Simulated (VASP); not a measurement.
Write the native input for VASP 6.6.1 that does the following.

| Item | Value |
| --- | --- |
| Task | single point |
| Functional | PBEsol |
| Potentials or basis | VASP PAW PBE potentials, release 64 (Ti_sv, Si) |
| Cutoff | 520 eV |
| k mesh | 14 × 14 × 14 |
| Occupations | gaussian, width 0.15 eV |
| Spin | no spin polarisation |
| Dipole correction | no |
| Further INCAR settings | ALGO = Normal; EDIFF = 1e-06; NBANDS = 29 |

The structure of TiSi2 lies in POSCAR:

```
TiSi2
1.0
    1.7585248000     -6.6741239435     -0.0659446800
    1.7585248000      6.6741239435     -0.0659446800
   -0.1333355693      0.0000000000      3.5556151813
Ti Si
2 4
Direct
    0.8975172580      0.1024827420      0.7500000000
    0.1024827420      0.8975172580      0.2500000000
    0.5599863193      0.4400136807      0.7500000000
    0.4400136807      0.5599863193      0.2500000000
    0.2497198030      0.7502801970      0.7500000000
    0.7502801970      0.2497198030      0.2500000000
```

This cell differs from its parent crystal: strain -0.0750 x Voigt [0, 0, 0, 0, 1, 0].

The input as run:

INCAR

```
SYSTEM = TiSi2
  PREC = Accurate
  ENCUT = 520
  EDIFF = 1E-6
  ISMEAR = 0
  SIGMA = 0.15
  LREAL = .False.
  LASPH = .True.
  NELM = 100
  ALGO = Normal
  ISIF = 2
  LWAVE = .False.
  LCHARG = .True.
  GGA = PS
  LELF = .True.
  LVHAR = .True.
  NBANDS = 29
```

KPOINTS

```
regular mesh
0
Gamma
  14 14 14
  0 0 0
```

Potentials or basis: VASP PAW PBE potentials, release 64 (Ti_sv, Si).

The run is started by

```sh
$ cat potpaw_PBE.64/Ti_sv/POTCAR potpaw_PBE.64/Si/POTCAR > POTCAR
$ mpirun -np 1 vasp_std > vasp.out
```

It gave:

The pressure is 1.6 GPa. The largest force is 0.054 eV/Å and the band gap on the k mesh is zero (bands 20 and 21 overlap by 0.91 eV).

Caveat: the cell differs from its parent crystal (strain -0.0750 x Voigt [0, 0, 0, 0, 1, 0]); the PAW data sets were made with another functional, which shifts forces and pressure a little.

Wall time 51 min on 1 thread of Intel(R) Xeon(R) Platinum 8259CL CPU @ 2.50GHz (Skylake/Cascade Lake) (shared host), peak memory 1.4 GiB.
